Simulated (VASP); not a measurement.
The system is GaAs.

```
As Ga
1.0
     0.00000    2.82685    2.82685
     2.82685    0.00000    2.82685
     2.82685    2.82685    0.00000
As Ga
1 1
Direct
  0.75000 0.75000 0.75000
  0.00000 0.00000 0.00000
```

* Program: VASP 6.6.1
* Task: relaxation of cell and atoms
* Functional: PBE
* Potentials or basis: VASP PAW PBE potentials, release 64 (As, Ga_d)
* Cutoff: 600 eV
* k mesh: 8 × 8 × 8
* Occupations: gaussian, width 0.01 eV
* Spin: no spin polarisation

At the start: pressure 3.4 GPa; volume 22.59 Å³/atom.

Question: How do energy, volume and symmetry change on relaxing?

Answer: Over 3 steps the energy falls by 11.9 meV/atom and the volume is 23.76 Å³/atom (+5.2 %); space group F-43m (No. 216, to 0.1 Å) before and after.

Step by step:
```csv
step,energy change (eV),largest force (eV/Å),pressure (GPa),volume (Å³)
1,0.0000,0.0000,3.43,45.18
2,-0.0207,0.0000,-1.02,48.42
3,-0.0239,0.0000,-0.06,47.52
```

Final structure:
```xyz
2
Lattice="0.0000 2.8748 2.8748 2.8748 0.0000 2.8748 2.8748 2.8748 0.0000" Properties=species:S:1:pos:R:3 pbc="T T T"
As    4.3122    4.3122    4.3122
Ga    0.0000    0.0000    0.0000
```
